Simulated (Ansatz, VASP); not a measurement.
# Al in VASP and in Ansatz

```xyz
4
Lattice="2.7167 0.0000 0.0000 0.0000 6.3711 0.0000 0.0000 0.0000 6.3990" Properties=species:S:1:pos:R:3 pbc="T T T"
Al    0.0000    1.8675    0.0000
Al    0.0000    4.5036    0.0000
Al    0.0000    0.0000    4.5188
Al    0.0000    0.0000    1.8802
```

Alike in both runs: functional PBE; k mesh 16 × 8 × 8; occupations gaussian, width 0.1 eV; no spin polarisation.

Ansatz relaxed the structure, and its values are those at the end. VASP's run is a single point on that final structure, the one shown.

|  | VASP | Ansatz |
| --- | --- | --- |
| version | VASP 6.6.1 | Ansatz 0.2.0 |
| potentials or method | VASP PAW PBE potentials, release 64 (Al), cutoff 520 eV | scalar-relativistic, plane waves, PAW |
| valence electrons in the cell | 12 | 12 |

|  | VASP | Ansatz | Ansatz less VASP |
| --- | --- | --- | --- |
| gap on the k mesh at the Fermi level (eV) | none | none | - |
| pressure (GPa) | 0.0 | 0.0 | +0.02 |

A gap of «none» marks a metal or a gap that the smearing closes.
